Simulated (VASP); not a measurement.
Set up this calculation in VASP 6.6.1, as the native input.

```yaml
Task: single point
Functional: LDA
Potentials_or_basis: VASP PAW LDA potentials, release 64 (Be, S)
Cutoff: 600 eV
k_mesh: 17 × 17 × 17
Occupations: fermi-dirac, width 0.08 eV
Spin: no spin polarisation
Dipole_correction: no
Further_INCAR_settings: ALGO = Normal; EDIFF = 1e-06; NBANDS = 11
```

The structure of BeS (rocksalt type) lies in POSCAR:

```
BeS
1.0
    0.0000000000      1.6783374464      1.6783374464
    1.6783374464      0.0000000000      1.6783374464
    1.6783374464      1.6783374464      0.0000000000
Be S
1 1
Direct
    0.0000000000      0.0000000000      0.0000000000
    0.5000000000      0.5000000000      0.5000000000
```

This cell differs from its parent crystal: volume scaled by 0.4.

The input as run:

INCAR

```
PREC = Accurate ; ENCUT = 600
EDIFF = 1E-6 ; ISMEAR = -1
SIGMA = 0.08 ; LREAL = False
LASPH = True ; NELM = 120
ALGO = Normal ; ISIF = 2
LWAVE = False ; LCHARG = False
NBANDS = 11 ; GGA_COMPAT = False
```

KPOINTS

```
regular mesh
0
Gamma
  17 17 17
```

Potentials or basis: VASP PAW LDA potentials, release 64 (Be, S).

The run is started by

```bash
$ cat potpaw_LDA.64/Be/POTCAR potpaw_LDA.64/S/POTCAR > POTCAR
$ mpirun -np 1 vasp_std > vasp.out
```

It gave:

| Item | Value |
| --- | --- |
| Pressure | 541.7 GPa |
| Band gap on the k mesh | zero (band 4 reaches 25.84 eV, above the bottom of band 5 at 21.50 eV) |

It took 12 s on 1 thread of Intel(R) Xeon(R) Platinum 8375C CPU @ 2.90GHz (Ice Lake), with other jobs on the host, peak memory 0.13 GiB.
